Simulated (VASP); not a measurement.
# P3Ga3H12 in VASP: single point with PBE

Aim: the single point of P3Ga3H12 with PBE.

All numbers are computed with VASP 6.6.1; they aren't measurements. Logs are shortened: lines on timing, memory, paths and dates and some standing lists are left out, and cuts for length are marked.

### Step 1. The cell of the first run

The cell holds a cluster in a box, 18 atoms: a = 13.900 Å, b = 14.200 Å, c = 14.500 Å, α = 90.00°, β = 90.00°, γ = 90.00°.

### Step 2. Single point, PBE

INCAR reads:

```
ALGO     = Normal         # electronic algorithm
EDIFF    = 1E-6           # SCF threshold, eV
ENCUT    = 520            # plane-wave cutoff, eV
GGA      = PE             # functional
ISIF     = 2              # what is computed and relaxed
ISMEAR   = 0              # smearing method
LASPH    = True           # aspherical terms in the spheres
LCHARG   = False          # write CHGCAR
LREAL    = Auto         
LWAVE    = False          # write WAVECAR
NBANDS   = 48             # bands
NELM     = 60             # most SCF steps
PREC     = Accurate       # precision mode
SIGMA    = 0.05           # smearing width, eV
```

KPOINTS reads:

```
k-points
0
Gamma
  1 1 1
```

POSCAR reads:

```
GaPH4
1.0
   13.9000000000      0.0000000000      0.0000000000
    0.0000000000     14.2000000000      0.0000000000
    0.0000000000      0.0000000000     14.5000000000
P Ga H
3 3 12
Direct
    0.4508740467      0.4519148514      0.6318288592
    0.4508760714      0.6346283338      0.4529116756
    0.6375394074      0.4519115930      0.4529067251
    0.3389780367      0.5576933216      0.5564898098
    0.5589424049      0.3423811962      0.5564890255
    0.5589346400      0.5576842176      0.3456417634
    0.3964720789      0.3986606952      0.6963409546
    0.5048377331      0.5047499966      0.6969899530
    0.2721853834      0.4952621054      0.4953489196
    0.3034740729      0.6314289319      0.6287239186
    0.3964724251      0.7005010422      0.4007588326
    0.5048373278      0.7011665970      0.5046548081
    0.4951595147      0.2770075747      0.4953465667
    0.6342711629      0.3076402435      0.6287250632
    0.7048248952      0.3986519652      0.4007492569
    0.7055189079      0.5047345644      0.5046410026
    0.4951423905      0.4952400801      0.2816418645
    0.6342722908      0.6314340835      0.3116191237
```

Potentials or basis: VASP PAW PBE potentials, release 64 (P, Ga_d, H).

On the command line:

```
$ cat potpaw_PBE.64/P/POTCAR potpaw_PBE.64/Ga_d/POTCAR potpaw_PBE.64/H/POTCAR > POTCAR
$ mpirun -np 1 vasp_gam > vasp.out
```

OUTCAR:

```text
EDIFF = 1E-6
   ENCUT = 520
   GGA = PE
   ISIF = 2
   ISMEAR = 0
   LASPH = True
   LREAL = Auto
   NELM = 60
   PREC = Accurate

 ion  position               nearest neighbor table
   1  0.451  0.452  0.632-   8 1.42   7 1.42   4 2.42   5 2.42
   2  0.451  0.635  0.453-  12 1.42  11 1.42   4 2.42   6 2.42
   3  0.638  0.452  0.453-  16 1.42  15 1.42   5 2.42   6 2.42
   4  0.339  0.558  0.556-   9 1.56  10 1.56   2 2.42   1 2.42
   5  0.559  0.342  0.556-  13 1.56  14 1.56   3 2.42   1 2.42
   6  0.559  0.558  0.346-  17 1.56  18 1.56   3 2.42   2 2.42
   7  0.396  0.399  0.696-   1 1.42
   8  0.505  0.505  0.697-   1 1.42
   9  0.272  0.495  0.495-   4 1.56
  10  0.303  0.631  0.629-   4 1.56
  11  0.396  0.701  0.401-   2 1.42
  12  0.505  0.701  0.505-   2 1.42
  13  0.495  0.277  0.495-   5 1.56
  14  0.634  0.308  0.629-   5 1.56
  15  0.705  0.399  0.401-   3 1.42
  16  0.706  0.505  0.505-   3 1.42
  17  0.495  0.495  0.282-   6 1.56
  18  0.634  0.631  0.312-   6 1.56

  LATTYP: Found a simple orthorhombic cell.
 ALAT       =    13.9000000000
 B/A-ratio  =     1.0215827338
 C/A-ratio  =     1.0431654676

  Lattice vectors:

 A1 = (  13.9000000000,   0.0000000000,   0.0000000000)
 A2 = (   0.0000000000,  14.2000000000,   0.0000000000)
 A3 = (   0.0000000000,   0.0000000000,  14.5000000000)

Analysis of symmetry for initial positions (statically):
=====================================================================
 Subroutine PRICEL returns:
 Original cell was already a primitive cell.

 Routine SETGRP: Setting up the symmetry group for a
 simple orthorhombic supercell.

 Subroutine GETGRP returns: Found  1 space group operations
 (whereof  1 operations were pure point group operations)
 out of a pool of  8 trial point group operations.

The static configuration has the point symmetry C_1 .

Analysis of symmetry for dynamics (positions and initial velocities):
=====================================================================
 Subroutine PRICEL returns:
 Original cell was already a primitive cell.

 Routine SETGRP: Setting up the symmetry group for a
 simple orthorhombic supercell.

 Subroutine GETGRP returns: Found  1 space group operations
 (whereof  1 operations were pure point group operations)
 out of a pool of  8 trial point group operations.

The dynamic configuration has the point symmetry C_1 .

 Subroutine INISYM returns: Found  1 space group operations
 (whereof  1 operations are pure point group operations),
 and found     1 'primitive' translations

----------------------------------------------------------------------------------------

                                     Primitive cell

  volume of cell :    2862.0100

  direct lattice vectors                    reciprocal lattice vectors
    13.900000000  0.000000000  0.000000000     0.071942446  0.000000000  0.000000000
     0.000000000 14.200000000  0.000000000     0.000000000  0.070422535  0.000000000
     0.000000000  0.000000000 14.500000000     0.000000000  0.000000000  0.068965517

  length of vectors
    13.900000000 14.200000000 14.500000000     0.071942446  0.070422535  0.068965517

  position of ions in fractional coordinates (direct lattice)
     0.450874047  0.451914851  0.631828859
     0.450876071  0.634628334  0.452911676
     0.637539407  0.451911593  0.452906725
     0.338978037  0.557693322  0.556489810
     0.558942405  0.342381196  0.556489025
     0.558934640  0.557684218  0.345641763
[... 10 lines left out ...]
     0.495142390  0.495240080  0.281641865
     0.634272291  0.631434083  0.311619124

  ion indices of the primitive-cell ions
   primitive index   ion index
                 1           1
                 2           2
                 3           3
                 4           4
                 5           5
                 6           6
[... 10 lines left out ...]
                17          17
                18          18

----------------------------------------------------------------------------------------

 KPOINTS: k-points

Automatic generation of k-mesh.
 Grid dimensions read from file:
 generate k-points for:    1    1    1

 Generating k-lattice:

  Cartesian coordinates                     Fractional coordinates (reciprocal lattice)
     0.071942446  0.000000000  0.000000000     1.000000000  0.000000000  0.000000000
     0.000000000  0.070422535  0.000000000     0.000000000  1.000000000  0.000000000
     0.000000000  0.000000000  0.068965517     0.000000000  0.000000000  1.000000000

  Length of vectors
     0.071942446  0.070422535  0.068965517

  Shift w.r.t. Gamma in fractional coordinates (k-lattice)
     0.000000000  0.000000000  0.000000000

 Subroutine IBZKPT returns following result:
 ===========================================

 Found      1 irreducible k-points:

 Following reciprocal coordinates:
            Coordinates               Weight
  0.000000  0.000000  0.000000      1.000000
   k-points           NKPTS =      1   k-points in BZ     NKDIM =      1   number of bands    NBANDS=     48
   number of dos      NEDOS =    301   number of ions     NIONS =     18
   total plane-waves  NPLWV = ******
   dimension x,y,z NGX =   108 NGY =  108 NGZ =  108
   dimension x,y,z NGXF=   216 NGYF=  216 NGZF=  216
   ions per type =               3   3  12
   NGX,Y,Z   is equivalent  to a cutoff of  12.92, 12.64, 12.38 a.u.
   NGXF,Y,Z  is equivalent  to a cutoff of  25.83, 25.29, 24.76 a.u.
 SYSTEM =  unknown system
   PREC   = accura    normal or accurate (medium, high low for compatibility)
   ISTART =      0    job   : 0-new  1-cont  2-samecut
   ICHARG =      2    charge: 1-file 2-atom 10-const
   ISPIN  =      1    spin polarized calculation?
   LNONCOLLINEAR =      F non collinear calculations
   LSORBIT =      F    spin-orbit coupling
   LASPH  =      T    aspherical Exc in radial PAW
   ENCUT  =  520.0 eV  38.22 Ry    6.18 a.u.  25.84 26.40 26.96*2*pi/ulx,y,z
   NELM   =     60;   NELMIN=  2; NELMDL= -5     # of ELM steps
   EDIFF  = 0.1E-05   stopping-criterion for ELM
   LREAL  =      T    real-space projection
   EDIFFG = 0.1E-04   stopping-criterion for IOM
   NSW    =      0    number of steps for IOM
   IBRION =     -1    ionic relax: 0-MD 1-quasi-New 2-CG
   NFREE  =      0    steps in history (QN), initial steepest desc. (CG)
   ISIF   =      2    stress and relaxation
   ISYM   =      2    0-nonsym 1-usesym 2-fastsym
   POTIM  = 0.5000    time-step for ionic-motion
   TEBEG  =    0.0;   TEEND  =   0.0 temperature during run
   PSTRESS=    0.0 pullay stress
   NELECT =      66.0000    total number of electrons
   NUPDOWN=      -1.0000    fix difference up-down
   EMIN   =  10.00;   EMAX   =-10.00  energy-range for DOS
   EFERMI =   0.00;   METHOD = LEGACY
   ISMEAR =     0;   SIGMA  =   0.05  broadening in eV -4-tet -1-fermi 0-gaus
   EFERMI_NEDOS =   21; number of points for ismear=-14 and -15
   IALGO  =     38    algorithm
   IMIX   =      4    mixing-type and parameters
     AMIX     =   0.40;   BMIX     =  1.00
     AMIX_MAG =   1.60;   BMIX_MAG =  1.00
  volume/ion in A,a.u.               =     159.00      1072.99
  Fermi-wavevector in a.u.,A,eV,Ry     =   0.465978  0.880571  2.954313  0.217136
  Thomas-Fermi vector in A             =   1.455582
   LORBIT       =      0    0 simple, 1 ext, 2 COOP (PROOUT), +10 PAW based schemes
   GGA     = PE    functional components
   LHFCALC =     F    Hartree Fock is set to
   AEXX    =    0.0000 exact exchange contribution
   IVDW    =     0    specifies the selected vdW correction
   LEPSILON=     F    determine dielectric tensor
   LRPA    =     F    only Hartree local field effects (RPA)
 non-spin polarized calculation
 Gauss-broadening in eV      SIGMA  =   0.05
  energy-cutoff  :      520.00
  volume of cell :     2862.01
 maximum number of plane-waves:     38512
 NGX is ok and might be reduce to   108
   NGX = 51   NGY = 53   NGZ = 53

 number of electron      66.0000007 magnetization

 Free energy of the ion-electron system (eV)
  ---------------------------------------------------
  ext. energy  EPLUGINS =         0.00000000
  ---------------------------------------------------
  free energy    TOTEN  =       -65.41486258 eV

  energy without entropy =      -65.41486258  energy(sigma->0) =      -65.41486258

 E-fermi :  -5.8413     XC(G=0):  -1.1502

 val. band max:       -6.1351004747   @ k =   0.0000   0.0000   0.0000
 cond. band min:      -1.3099730127   @ k =   0.0000   0.0000   0.0000
 fundamental gap:      4.8251274620
 Fermi energy:        -5.8413287794

 k-point     1 :       0.0000    0.0000    0.0000
  band No.  band energies     occupation
      1     -18.4663      2.00000
      2     -18.4656      2.00000
      3     -18.4149      2.00000
      4     -18.3966      2.00000
      5     -18.3948      2.00000
      6     -18.3941      2.00000
[... 37 lines left out ...]
     44       0.4159      0.00000
     45       0.4208      0.00000
 [bands above 45 left out]

------------------------ aborting loop because EDIFF is reached ----------------------------------------

  FORCE on cell =-STRESS in cart. coord.  units (eV):
  Direction    XX          YY          ZZ          XY          YZ          ZX
  --------------------------------------------------------------------------------------
  -------------------------------------------------------------------------------------
  Total       -0.3048778     -0.3042561     -0.3050128     -0.1039068     -0.1064972     -0.1038906
  in kB       -0.1706732     -0.1703251     -0.1707487     -0.0581679     -0.0596180     -0.0581588
  external PRESSURE =      -0.1705823 kB  Pullay stress =       0.0000000 kB

 VOLUME and BASIS-vectors are now :
 -----------------------------------------------------------------------------
  energy-cutoff  :      520.00
  volume of cell :     2862.01
      direct lattice vectors                 reciprocal lattice vectors
    13.900000000  0.000000000  0.000000000     0.071942446  0.000000000  0.000000000
     0.000000000 14.200000000  0.000000000     0.000000000  0.070422535  0.000000000
     0.000000000  0.000000000 14.500000000     0.000000000  0.000000000  0.068965517

 POSITION                                       TOTAL-FORCE (eV/Angst)
 -----------------------------------------------------------------------------------
      6.26715      6.41719      9.16152         0.001993     -0.000351      0.026158
      6.26718      9.01172      6.56722        -0.000666      0.027965      0.002133
      8.86180      6.41714      6.56715         0.028873      0.000974      0.002954
      4.71179      7.91925      8.06910        -0.054305      0.017450      0.017052
      7.76930      4.86181      8.06909         0.015134     -0.055099      0.015726
      7.76919      7.91912      5.01181         0.017807      0.017752     -0.053474
[... 10 lines left out ...]
      6.88248      7.03241      4.08381         0.019076      0.019239      0.029487
      8.81638      8.96636      4.51848        -0.021125     -0.020881      0.008032
 -----------------------------------------------------------------------------------
    total drift:                               -0.002833     -0.002085      0.000358

  FREE ENERGIE OF THE ION-ELECTRON SYSTEM (eV)
  ---------------------------------------------------
  free  energy   TOTEN  =       -65.4148625841 eV

  energy  without entropy=      -65.4148625841  energy(sigma->0) =      -65.41486258
```

Wall time 5.1 min (1 thread of Intel Xeon 6975P-C (Granite Rapids), shared host); peak memory 1.8 GiB.

What came out:

```
Free energy                     : -65.4149 eV
Largest force                   : 0.060 eV/Å
Gap between the frontier levels : 4.83 eV
```

Forces on the atoms (eV/Å):
```
P    0.002  0.000  0.026
P   -0.001  0.028  0.002
P    0.029  0.001  0.003
Ga  -0.054  0.017  0.017
Ga   0.015 -0.055  0.016
Ga   0.018  0.018 -0.053
H    0.012  0.012 -0.026
H   -0.014 -0.014 -0.013
H    0.030  0.019  0.019
H    0.008 -0.021 -0.021
H    0.012 -0.025  0.012
H   -0.014 -0.013 -0.014
H    0.019  0.030  0.019
H   -0.021  0.008 -0.021
H   -0.025  0.012  0.012
H   -0.013 -0.014 -0.014
H    0.019  0.019  0.029
H   -0.021 -0.021  0.008
```

Levels at points of the mesh, in eV from the valence-band top:
| k point | band 30 | band 31 | band 32 | band 33 | band 34 | band 35 | band 36 | band 37 |
| --- | --- | --- | --- | --- | --- | --- | --- | --- |
| (0.00, 0.00, 0.00) | -0.54 | -0.47 | 0.00 | 0.00 | 4.83 | 5.30 | 5.30 | 5.36 |
